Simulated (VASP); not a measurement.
Write the native input for VASP 6.6.1 that does the following.

```
Task                   : single point
Functional             : PBE
Potentials or basis    : VASP PAW PBE potentials, release 64 (Se)
Cutoff                 : 520 eV
k mesh                 : 12 × 12 × 9
Occupations            : fermi-dirac, width 0.05 eV
Spin                   : no spin polarisation
Dipole correction      : no
Further INCAR settings : ALGO = Normal; EDIFF = 1e-06; NBANDS = 16
```

The structure of Se lies in POSCAR:

```
Se
1.0
    4.5203796332      0.0000000000      0.0000000000
   -2.2601898166      3.9147635971      0.0000000000
    0.0000000000      0.0000000000      5.0453124951
Se
3
Direct
    0.2189274285      0.0000000000      0.3333333333
    1.0000000000      0.2189274285      0.6666666667
    0.7810725715      0.7810725715      0.0000000000
```

One way to write it, as run:

INCAR

```
SYSTEM = Se
ALGO = Normal ; EDIFF = 1E-6
ENCUT = 520 ; GGA = PE
ISIF = 2 ; ISMEAR = -1
LASPH = .True. ; LCHARG = .False.
LREAL = .False. ; LWAVE = .False.
NBANDS = 16 ; NELM = 60
PREC = Accurate ; SIGMA = 0.05
```

KPOINTS

```
k-points
0
Gamma
  12 12 9
  0 0 0
```

Potentials or basis: VASP PAW PBE potentials, release 64 (Se).

Command:

```console
$ cat potpaw_PBE.64/Se/POTCAR > POTCAR
$ mpirun -np 1 vasp_std > vasp.out
```

Results of the run:

| Item | Value |
| --- | --- |
| Pressure | 0.1 GPa |
| Largest force | 0.023 eV/Å |
| Band gap on the k mesh | 1.15 eV (least direct gap 1.26 eV) |

It took 120 s on 1 thread of Intel(R) Xeon(R) Platinum 8375C CPU @ 2.90GHz (Ice Lake), with other jobs on the host, peak memory 0.31 GiB.
